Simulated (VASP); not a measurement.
# Sr (Im-3m) in VASP: a series of runs

Sr is run at these levels: PBE; tasks: single point, relaxation of cell and atoms.

Everything below comes from runs of VASP 6.6.1. Logs are shortened: lines on timing, memory, paths and dates and some standing lists are left out, and cuts for length are marked.

### Step 1. The cell of the first run

Symmetry: Im-3m, No. 229, cubic system. Conventional cell: a = 4.757 Å, b = 4.757 Å, c = 4.757 Å, α = 90.00°, β = 90.00°, γ = 90.00°. Sr (site symmetry m-3m) has 14 Sr at 4.12 to 4.76 Å within 5.4 Å.

This isn't the form of Sr at room conditions, which is fcc.

### Step 2. Single point, PBE

INCAR

```
SYSTEM = Sr
PREC = Accurate ; ENCUT = 520
EDIFF = 1E-7 ; ISMEAR = 0
SIGMA = 0.1 ; LREAL = .FALSE.
LASPH = .TRUE. ; NELM = 80
ALGO = Normal ; ISIF = 2
LWAVE = .FALSE. ; LCHARG = .TRUE.
GGA = PE ; LELF = .TRUE.
LVHAR = .TRUE. ; NBANDS = 11
```

KPOINTS

```
regular mesh
0
G
  14 14 14
  0 0 0
```

POSCAR

```
Sr
1.0
   -2.3787412753      2.3787412753      2.3787412753
    2.3787412753     -2.3787412753      2.3787412753
    2.3787412753      2.3787412753     -2.3787412753
Sr
1
Direct
    0.0000000000      0.0000000000      0.0000000000
```

Potentials or basis: VASP PAW PBE potentials, release 64 (Sr_sv).

The run is started by

```console
$ cat potpaw_PBE.64/Sr_sv/POTCAR > POTCAR
$ mpirun -np 1 vasp_std > vasp.out
```

OUTCAR:

```text
SYSTEM = Sr
   PREC = Accurate
   ENCUT = 520
   EDIFF = 1E-7
   ISMEAR = 0
   LREAL = .FALSE.
   LASPH = .TRUE.
   NELM = 80
   ISIF = 2
   GGA = PE

 ion  position               nearest neighbor table
   1  0.000  0.000  0.000-

  LATTYP: Found a body centered cubic cell.
 ALAT       =     4.7574825506

  Lattice vectors:

 A1 = (  -2.3787412753,   2.3787412753,   2.3787412753)
 A2 = (   2.3787412753,  -2.3787412753,   2.3787412753)
 A3 = (   2.3787412753,   2.3787412753,  -2.3787412753)

Analysis of symmetry for initial positions (statically):
=====================================================================
 Subroutine PRICEL returns:
 Original cell was already a primitive cell.

 Routine SETGRP: Setting up the symmetry group for a
 body centered cubic supercell.

 Subroutine GETGRP returns: Found 48 space group operations
 (whereof 48 operations were pure point group operations)
 out of a pool of 48 trial point group operations.

The static configuration has the point symmetry O_h .

Analysis of symmetry for dynamics (positions and initial velocities):
=====================================================================
 Subroutine PRICEL returns:
 Original cell was already a primitive cell.

 Routine SETGRP: Setting up the symmetry group for a
 body centered cubic supercell.

 Subroutine GETGRP returns: Found 48 space group operations
 (whereof 48 operations were pure point group operations)
 out of a pool of 48 trial point group operations.

The dynamic configuration has the point symmetry O_h .

 Subroutine INISYM returns: Found 48 space group operations
 (whereof 48 operations are pure point group operations),
 and found     1 'primitive' translations

----------------------------------------------------------------------------------------

                                     Primitive cell

  volume of cell :      53.8396

  direct lattice vectors                    reciprocal lattice vectors
    -2.378741275  2.378741275  2.378741275     0.000000000  0.210195201  0.210195201
     2.378741275 -2.378741275  2.378741275     0.210195201  0.000000000  0.210195201
     2.378741275  2.378741275 -2.378741275     0.210195201  0.210195201  0.000000000

  length of vectors
     4.120100747  4.120100747  4.120100747     0.297260904  0.297260904  0.297260904

  position of ions in fractional coordinates (direct lattice)
     0.000000000  0.000000000  0.000000000

  ion indices of the primitive-cell ions
   primitive index   ion index
                 1           1

----------------------------------------------------------------------------------------

 KPOINTS: regular mesh

Automatic generation of k-mesh.
 Grid dimensions read from file:
 generate k-points for:   14   14   14

 Generating k-lattice:

  Cartesian coordinates                     Fractional coordinates (reciprocal lattice)
     0.000000000  0.015013943  0.015013943     0.071428571  0.000000000  0.000000000
     0.015013943  0.000000000  0.015013943     0.000000000  0.071428571  0.000000000
     0.015013943  0.015013943  0.000000000     0.000000000  0.000000000  0.071428571

  Length of vectors
     0.021232922  0.021232922  0.021232922

  Shift w.r.t. Gamma in fractional coordinates (k-lattice)
     0.000000000  0.000000000  0.000000000

 Subroutine IBZKPT returns following result:
 ===========================================

 Found    104 irreducible k-points:

 Following reciprocal coordinates:
            Coordinates               Weight
  0.000000  0.000000  0.000000      1.000000
  0.071429  0.000000  0.000000     12.000000
  0.142857  0.000000  0.000000     12.000000
  0.214286  0.000000  0.000000     12.000000
  0.285714  0.000000  0.000000     12.000000
  0.357143  0.000000  0.000000     12.000000
[... 16 lines left out ...]
  0.285714  0.285714  0.000000     24.000000
  0.357143  0.285714  0.000000     24.000000
 [... further k-points ...]
   k-points           NKPTS =    104   k-points in BZ     NKDIM =    104   number of bands    NBANDS=     11
   number of dos      NEDOS =    301   number of ions     NIONS =      1
   total plane-waves  NPLWV =  32768
   dimension x,y,z NGX =    32 NGY =   32 NGZ =   32
   dimension x,y,z NGXF=    64 NGYF=   64 NGZF=   64
   ions per type =               1
   NGX,Y,Z   is equivalent  to a cutoff of  12.91, 12.91, 12.91 a.u.
   NGXF,Y,Z  is equivalent  to a cutoff of  25.82, 25.82, 25.82 a.u.
 SYSTEM =  Sr
   PREC   = accura    normal or accurate (medium, high low for compatibility)
   ISTART =      0    job   : 0-new  1-cont  2-samecut
   ICHARG =      2    charge: 1-file 2-atom 10-const
   ISPIN  =      1    spin polarized calculation?
   LNONCOLLINEAR =      F non collinear calculations
   LSORBIT =      F    spin-orbit coupling
   LASPH  =      T    aspherical Exc in radial PAW
   ENCUT  =  520.0 eV  38.22 Ry    6.18 a.u.   7.66  7.66  7.66*2*pi/ulx,y,z
   NELM   =     80;   NELMIN=  2; NELMDL= -5     # of ELM steps
   EDIFF  = 0.1E-06   stopping-criterion for ELM
   LREAL  =      F    real-space projection
   EDIFFG = 0.1E-05   stopping-criterion for IOM
   NSW    =      0    number of steps for IOM
   IBRION =     -1    ionic relax: 0-MD 1-quasi-New 2-CG
   NFREE  =      0    steps in history (QN), initial steepest desc. (CG)
   ISIF   =      2    stress and relaxation
   ISYM   =      2    0-nonsym 1-usesym 2-fastsym
   POTIM  = 0.5000    time-step for ionic-motion
   TEBEG  =    0.0;   TEEND  =   0.0 temperature during run
   PSTRESS=    0.0 pullay stress
   NELECT =      10.0000    total number of electrons
   NUPDOWN=      -1.0000    fix difference up-down
   EMIN   =  10.00;   EMAX   =-10.00  energy-range for DOS
   EFERMI =   0.00;   METHOD = LEGACY
   ISMEAR =     0;   SIGMA  =   0.10  broadening in eV -4-tet -1-fermi 0-gaus
   EFERMI_NEDOS =   21; number of points for ismear=-14 and -15
   IALGO  =     38    algorithm
   IMIX   =      4    mixing-type and parameters
     AMIX     =   0.40;   BMIX     =  1.00
     AMIX_MAG =   1.60;   BMIX_MAG =  1.00
  volume/ion in A,a.u.               =      53.84       363.33
  Fermi-wavevector in a.u.,A,eV,Ry     =   0.934059  1.765115 11.870623  0.872466
  Thomas-Fermi vector in A             =   2.060825
   LORBIT       =      0    0 simple, 1 ext, 2 COOP (PROOUT), +10 PAW based schemes
   GGA     = PE    functional components
   LHFCALC =     F    Hartree Fock is set to
   AEXX    =    0.0000 exact exchange contribution
   IVDW    =     0    specifies the selected vdW correction
   LEPSILON=     F    determine dielectric tensor
   LRPA    =     F    only Hartree local field effects (RPA)
 non-spin polarized calculation
 Gauss-broadening in eV      SIGMA  =   0.10
  energy-cutoff  :      520.00
  volume of cell :       53.84
 maximum number of plane-waves:      1481
   NGX = 15   NGY = 15   NGZ = 15

 number of electron      10.0000000 magnetization

 Free energy of the ion-electron system (eV)
  ---------------------------------------------------
  ext. energy  EPLUGINS =         0.00000000
  ---------------------------------------------------
  free energy    TOTEN  =        -1.63460044 eV

  energy without entropy =       -1.62925139  energy(sigma->0) =       -1.63192592

 E-fermi :   1.6561     XC(G=0):  -7.4123

 val. band max:        1.6467564685   @ k =  -0.4286  -0.4286   0.2857
 cond. band min:       1.6932909615   @ k =  -0.4286  -0.4286   0.2143
 fundamental gap:      0.0465344930
 Fermi energy:         1.6561395953

 k-point     1 :       0.0000    0.0000    0.0000
  band No.  band energies     occupation
      1     -34.9136      2.00000
      2     -16.7959      2.00000
      3     -16.7959      2.00000
      4     -16.7959      2.00000
      5      -2.0143      2.00000
      6       4.0599      0.00000
      7       4.0599      0.00000
      8       4.0599      0.00000
      9       5.4058      0.00000
     10       5.4058      0.00000
     11       9.8120      0.00000

 k-point     2 :       0.0714    0.0000    0.0000
  band No.  band energies     occupation
      1     -34.9127      2.00000
      2     -16.8068      2.00000
      3     -16.7994      2.00000
      4     -16.7959      2.00000
      5      -1.9254      2.00000
      6       3.9791      0.00000
      7       4.0062      0.00000
      8       4.1462      0.00000
      9       5.2808      0.00000
     10       5.4003      0.00000
     11       9.9079      0.00000

 k-point     3 :       0.1429    0.0000    0.0000
  band No.  band energies     occupation
      1     -34.9104      2.00000
      2     -16.8372      2.00000
      3     -16.8093      2.00000
      4     -16.7959      2.00000
      5      -1.6651      2.00000
      6       3.7714      0.00000
      7       3.7792      0.00000
      8       4.4023      0.00000
      9       5.1109      0.00000
     10       5.3979      0.00000
     11      10.0778      0.00000

 k-point     4 :       0.2143    0.0000    0.0000
  band No.  band energies     occupation
      1     -34.9070      2.00000
      2     -16.8806      2.00000
      3     -16.8236      2.00000
      4     -16.7959      2.00000
      5      -1.2531      2.00000
      6       3.3576      0.00000
      7       3.5090      0.00000
      8       4.8200      0.00000
      9       5.1112      0.00000
     10       5.4282      0.00000
     11       9.8933      0.00000
[... 239 lines left out ...]
 k-point    22 :       0.3571    0.2143   -0.0000
  band No.  band energies     occupation
      1     -34.8954      2.00000
      2     -16.9786      2.00000
      3     -16.8977      2.00000
      4     -16.8181      2.00000
      5       1.1286      2.00000
      6       1.9218      0.00017
      7       2.5466      0.00000
      8       5.1719      0.00000
      9       5.7932      0.00000
     10       6.6179      0.00000
     11       7.4675      0.00000

 k-point    23 :       0.2857    0.2857    0.0000
  band No.  band energies     occupation
      1     -34.8953      2.00000
      2     -16.9669      2.00000
      3     -16.9099      2.00000
      4     -16.8210      2.00000
      5       1.2009      2.00000
      6       2.0329      0.00000
      7       2.3770      0.00000
      8       5.3814      0.00000
      9       5.5686      0.00000
     10       6.4448      0.00000
     11       7.5376      0.00000

 k-point    24 :       0.3571    0.2857    0.0000
  band No.  band energies     occupation
      1     -34.8947      2.00000
      2     -16.9585      2.00000
      3     -16.9258      2.00000
      4     -16.8221      2.00000
      5       1.6134      1.45460
      6       1.8635      0.00336
      7       2.1771      0.00000
      8       5.4139      0.00000
      9       5.7139      0.00000
     10       6.0844      0.00000
     11       7.8602      0.00000

 [... further k-points ...]

------------------------ aborting loop because EDIFF is reached ----------------------------------------

  FORCE on cell =-STRESS in cart. coord.  units (eV):
  Direction    XX          YY          ZZ          XY          YZ          ZX
  --------------------------------------------------------------------------------------
  -------------------------------------------------------------------------------------
  Total        0.0098697      0.0098697      0.0098697     -0.0000000      0.0000000     -0.0000000
  in kB        0.2937047      0.2937047      0.2937047     -0.0000000      0.0000000     -0.0000000
  external PRESSURE =       0.2937047 kB  Pullay stress =       0.0000000 kB

 VOLUME and BASIS-vectors are now :
 -----------------------------------------------------------------------------
  energy-cutoff  :      520.00
  volume of cell :       53.84
      direct lattice vectors                 reciprocal lattice vectors
    -2.378741275  2.378741275  2.378741275     0.000000000  0.210195201  0.210195201
     2.378741275 -2.378741275  2.378741275     0.210195201  0.000000000  0.210195201
     2.378741275  2.378741275 -2.378741275     0.210195201  0.210195201  0.000000000

 POSITION                                       TOTAL-FORCE (eV/Angst)
 -----------------------------------------------------------------------------------
      0.00000      0.00000      0.00000         0.000000      0.000000     -0.000000
 -----------------------------------------------------------------------------------
    total drift:                                0.000000      0.000000     -0.000000

  FREE ENERGIE OF THE ION-ELECTRON SYSTEM (eV)
  ---------------------------------------------------
  free  energy   TOTEN  =        -1.6346004433 eV

  energy  without entropy=       -1.6292513949  energy(sigma->0) =       -1.63192592
```

Wall time 24 s (1 thread of Intel Xeon Platinum 8375C at 2.90GHz (Ice Lake), shared host); peak memory 0.21 GiB.

What came out:

```
Free energy            : -1.6346 eV
Pressure               : 0.0 GPa
Band gap on the k mesh : zero (bands 5 and 6 overlap by 0.45 eV)
```

### Step 3. Relaxation of cell and atoms, PBE

This run uses another cell than the first one, of 45.09 Å³/atom.

INCAR

```
SYSTEM = Sr
PREC     = Accurate       ! precision mode
ENCUT    = 600            ! plane-wave cutoff, eV
EDIFF    = 1E-6           ! SCF threshold, eV
ISMEAR   = 0              ! smearing method
SIGMA    = 0.1            ! smearing width, eV
LREAL    = .False.        ! projectors in reciprocal space
LASPH    = .True.         ! aspherical terms in the spheres
NELM     = 100            ! most SCF steps
ALGO     = Normal         ! electronic algorithm
ISIF     = 3              ! what is computed and relaxed
LWAVE    = .False.        ! write WAVECAR
LCHARG   = .False.        ! write CHGCAR
GGA      = PE             ! functional
IBRION   = 2              ! ionic algorithm
NSW      = 80             ! ionic steps
EDIFFG   = -0.01          ! ionic threshold
```

KPOINTS

```
Automatic mesh
0
Gamma
  14 14 14
  0 0 0
```

POSCAR

```
Sr
1.0
   -2.2421745842      2.2421745842      2.2421745842
    2.2421745842     -2.2421745842      2.2421745842
    2.2421745842      2.2421745842     -2.2421745842
Sr
1
Direct
    0.0000000000      0.0000000000      0.0000000000
```

Potentials or basis: VASP PAW PBE potentials, release 64 (Sr_sv).

The run is started by

```console
$ cat potpaw_PBE.64/Sr_sv/POTCAR > POTCAR
$ mpirun -np 1 vasp_std > vasp.out
```

OUTCAR:

```text
SYSTEM = Sr
   PREC = Accurate
   ENCUT = 600
   EDIFF = 1E-6
   ISMEAR = 0
   LREAL = .False.
   LASPH = .True.
   NELM = 100
   ISIF = 3
   GGA = PE
   IBRION = 2
   NSW = 80
   EDIFFG = -0.01

 ion  position               nearest neighbor table
   1  0.000  0.000  0.000-

  LATTYP: Found a body centered cubic cell.
 ALAT       =     4.4843491684

  Lattice vectors:

 A1 = (  -2.2421745842,   2.2421745842,   2.2421745842)
 A2 = (   2.2421745842,  -2.2421745842,   2.2421745842)
 A3 = (   2.2421745842,   2.2421745842,  -2.2421745842)

Analysis of symmetry for initial positions (statically):
=====================================================================
 Subroutine PRICEL returns:
 Original cell was already a primitive cell.

 Routine SETGRP: Setting up the symmetry group for a
 body centered cubic supercell.

 Subroutine GETGRP returns: Found 48 space group operations
 (whereof 48 operations were pure point group operations)
 out of a pool of 48 trial point group operations.

The static configuration has the point symmetry O_h .

Analysis of symmetry for dynamics (positions and initial velocities):
=====================================================================
[... 167 lines left out ...]
  external PRESSURE =      28.3882653 kB  Pullay stress =       0.0000000 kB
[... 92 lines left out ...]
--------------------------------------- Ionic step        4  -------------------------------------------

 number of electron      10.0000000 magnetization

 Free energy of the ion-electron system (eV)
  ---------------------------------------------------
  ext. energy  EPLUGINS =         0.00000000
  ---------------------------------------------------
  free energy    TOTEN  =        -1.63435321 eV

  energy without entropy =       -1.62900235  energy(sigma->0) =       -1.63167778

 E-fermi :   1.6456     XC(G=0):  -7.4018

 val. band max:        1.6375326707   @ k =  -0.4286  -0.4286   0.2857
 cond. band min:       1.6823419357   @ k =  -0.4286  -0.4286   0.2143
 fundamental gap:      0.0448092650
 Fermi energy:         1.6455693816

 k-point     1 :       0.0000    0.0000    0.0000
  band No.  band energies     occupation
      1     -34.9323      2.00000
      2     -16.8151      2.00000
      3     -16.8151      2.00000
      4     -16.8151      2.00000
      5      -2.0213      2.00000
      6       4.0439      0.00000
      7       4.0439      0.00000
      8       4.0439      0.00000
      9       5.3857      0.00000
[... 265 lines left out ...]
 k-point    24 :       0.3571    0.2857    0.0000
  band No.  band energies     occupation
      1     -34.9138      2.00000
      2     -16.9758      2.00000
      3     -16.9435      2.00000
      4     -16.8411      2.00000
      5       1.6011      1.47066
      6       1.8497      0.00390
      7       2.1645      0.00000
      8       5.3920      0.00000
      9       5.6918      0.00000

 [... further k-points ...]

------------------------ aborting loop because EDIFF is reached ----------------------------------------

  FORCE on cell =-STRESS in cart. coord.  units (eV):
  Direction    XX          YY          ZZ          XY          YZ          ZX
  --------------------------------------------------------------------------------------
  -------------------------------------------------------------------------------------
  Total       -0.0010583     -0.0010583     -0.0010583     -0.0000000     -0.0000000      0.0000000
  in kB       -0.0313843     -0.0313843     -0.0313843     -0.0000000     -0.0000000      0.0000000
  external PRESSURE =      -0.0313843 kB  Pullay stress =       0.0000000 kB
[... 16 lines left out ...]
  FREE ENERGIE OF THE ION-ELECTRON SYSTEM (eV)
  ---------------------------------------------------
  free  energy   TOTEN  =        -1.6343532116 eV

  energy  without entropy=       -1.6290023522  energy(sigma->0) =       -1.63167778

 reached required accuracy - stopping structural energy minimisation
```

OSZICAR:

```text
N       E                     dE             d eps       ncg     rms          rms(c)
DAV:   1     0.405649732622E+02    0.40565E+02   -0.54988E+03  1880   0.110E+03
DAV:   2     0.438137670336E-01   -0.40521E+02   -0.40034E+02  2083   0.180E+02
DAV:   3    -0.149741714366E+01   -0.15412E+01   -0.15284E+01  2677   0.291E+01
[... 35 lines left out ...]
DAV:   3    -0.163337167913E+01    0.46627E-02   -0.24479E-02  2755   0.995E-01    0.307E-01
DAV:   4    -0.163395866801E+01   -0.58699E-03   -0.58690E-04  2107   0.216E-01    0.153E-01
DAV:   5    -0.163435432453E+01   -0.39566E-03   -0.16310E-03  2716   0.232E-01    0.225E-02
DAV:   6    -0.163435391253E+01    0.41200E-06   -0.13529E-05  2295   0.348E-02    0.121E-02
DAV:   7    -0.163435321159E+01    0.70094E-06   -0.17472E-06  1796   0.141E-02
   4 F= -.16343532E+01 E0= -.16316778E+01  d E =-.697918E-01
```

CONTCAR:

```text
Sr
   1.00000000000000
    -2.3814718022588455    2.3814718022588455    2.3814718022588455
     2.3814718022588455   -2.3814718022588455    2.3814718022588455
     2.3814718022588455    2.3814718022588455   -2.3814718022588455
  Sr
     1
Direct
     0.0000000000000000    0.0000000000000000    0.0000000000000000

  0.00000000E+00  0.00000000E+00  0.00000000E+00
```

Wall time 64 s (1 thread of Intel Xeon Platinum 8375C at 2.90GHz (Ice Lake), shared host); peak memory 0.22 GiB.

Results:

```
Free energy                           : -1.6344 eV
Relaxed volume                        : 54.03 Å³/atom
Relaxed cell                          : a = 4.125 Å, b = 4.125 Å, c = 4.125 Å, α = 109.47°, β = 109.47°, γ = 109.47°
Space group after relaxing (to 0.1 Å) : Im-3m (No. 229)
Energy gained by relaxing             : 69.8 meV/atom
Ionic steps                           : 4
Pressure after relaxing               : 0.0 GPa
Band gap on the k mesh                : zero (bands 5 and 6 overlap by 0.45 eV)
```

Step by step:
```tsv
step	energy change (eV)	largest force (eV/Å)	pressure (GPa)	volume (Å³)
1	0.0000	0.0000	2.84	45.09
2	-0.0606	0.0000	0.88	50.51
3	-0.0692	0.0000	-0.20	54.91
4	-0.0698	0.0000	0.00	54.03
```

Final structure:
```
Sr
1.0
    -2.38147    2.38147    2.38147
     2.38147   -2.38147    2.38147
     2.38147    2.38147   -2.38147
Sr
1
Direct
  0.00000 0.00000 0.00000
```

Caveat: the volume moved by over 15 % at a fixed basis, so the end points are rough.

The gap in the log of VASP goes by the Fermi energy; the results here count the filled bands.